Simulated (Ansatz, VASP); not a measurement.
**PbS: VASP beside Ansatz**

```
Pb S
1.0
     0.00000    3.01711    3.01711
     3.01711    0.00000    3.01711
     3.01711    3.01711    0.00000
Pb S
1 1
Direct
  0.00000 0.00000 0.00000
  0.50000 0.50000 0.50000
```

Change from the starting cell: hydrostatic strain +1.0%.

Alike in both runs: task single point; functional r2SCAN; k mesh 8 × 8 × 8; no spin polarisation.

```csv
,VASP,Ansatz
version,VASP 6.6.1,Ansatz 0.2.0
potentials or method,"VASP PAW PBE potentials, release 64 (Pb_d, S)","plane waves, PAW"
plane-wave cutoff (eV),520,500
occupations,"gaussian, width 0.01 eV",fixed
valence electrons in the cell,20,20
```

```tsv
	VASP	Ansatz	Ansatz less VASP
gap on the k mesh at the Fermi level (eV)	0.81	0.80	-0.009
pressure (GPa)	-1.6	-1.6	+0.02
```

VASP's potentials were made for PBE, not for r2SCAN.

Neither program's run includes spin-orbit coupling.
